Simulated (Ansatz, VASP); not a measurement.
One calculation of PtSe2, two programs

INCAR

```
SYSTEM = PtSe2
ALGO = Normal
EDIFF = 1E-7
ENCUT = 520
GGA = PE
ISIF = 2
ISMEAR = -1
LASPH = .TRUE.
LCHARG = .FALSE.
LDAU = .TRUE.
LDAUJ = 0 0
LDAUL = 2 -1
LDAUPRINT = 1
LDAUTYPE = 2
LDAUU = 6 0
LMAXMIX = 4
LREAL = .FALSE.
LWAVE = .FALSE.
NBANDS = 18
NELM = 150
PREC = Accurate
SIGMA = 0.05
```

Contents of KPOINTS:

```
k-points
0
G
  8 8 5
  0 0 0
```

POSCAR

```
PtSe2
1.0
    3.7240000000      0.0000000000      0.0000000000
   -1.8620000000      3.2250786037      0.0000000000
    0.0000000000      0.0000000000      5.0620000000
Pt Se
1 2
Direct
    0.0000000000      0.0000000000      0.0000000000
    0.6666666667      0.3333333333      0.7500000000
    0.3333333333      0.6666666667      0.2500000000
```

Contents of input.yaml:

```yaml
crystal:
  lattice:
    - [3.724, 0.0, 0.0]
    - [-1.862, 3.2250786037, 0.0]
    - [0.0, 0.0, 5.062]
  atoms:
    - { symbol: Pt, position: [0.0, 0.0, 0.0] }
    - { symbol: Se, position: [0.6666666667, 0.3333333333, 0.75] }
    - { symbol: Se, position: [0.3333333333, 0.6666666667, 0.25] }
hamiltonian:
  xc: pbe
  pseudopotentials: { kind: paw }
  hubbard: { sites: [{ species: Pt, l: d, u_eff: 6.0 }] }
kpoints:
  mp_grid: { grid: [8, 8, 5] }
  band_path:
    path:
      - [[0.0, 0.0, 0.0], [0.5, 0.0, 0.0], [0.3333333333, 0.3333333333, 0.0], [0.0, 0.0, 0.0], [0.0, 0.0, 0.5], [0.5, 0.0, 0.5], [0.3333333333, 0.3333333333, 0.5], [0.0, 0.0, 0.5]]
      - [[0.5, 0.0, 0.5], [0.5, 0.0, 0.0]]
      - [[0.3333333333, 0.3333333333, 0.0], [0.3333333333, 0.3333333333, 0.5]]
    npoints: 14
scf:
  occupations: { method: fermi_dirac, width: 0.05 }
  n_extra_bands: 7
output:
  forces: true
  stress: true
  eigenvalues: true
  fatbands: false
  write_density: true
  write_potential: true
  elf: true
  volumetric_format: npy
```

Alike in both runs: functional PBE; k mesh 8 × 8 × 5; occupations fermi-dirac, width 0.05 eV; no spin polarisation; Hubbard terms Pt d U = 6.0 eV.

```csv
,VASP,Ansatz
version,VASP 6.6.1,Ansatz 0.2.0
potentials or method,"VASP PAW PBE potentials, release 64 (Pt, Se)",Ansatz PAW
plane-wave cutoff (eV),520,420
valence electrons in the cell,22,50
task,single point,band structure
```

```csv
,VASP,Ansatz,Ansatz less VASP
gap on the k mesh at the Fermi level (eV),none,none,-
pressure (GPa),3.1,7.8,+4.68
"traceless stress, the component that is largest in VASP (GPa)",-0.06,-1.78,-1.727
rms of the force components (eV/Å),0.133,0.359,+0.2259
```

The programs project onto different local orbitals, so the same U acts differently, and such runs can settle in different states. Atom by atom the forces differ by 0.226 eV/Å (rms over components). A gap of «none» marks a metal or a gap that the smearing closes. VASP's potentials hold 22 valence electrons a cell and Ansatz's 50, so a difference there can come from the potentials and not from the codes.

Spin-orbit coupling is off throughout.
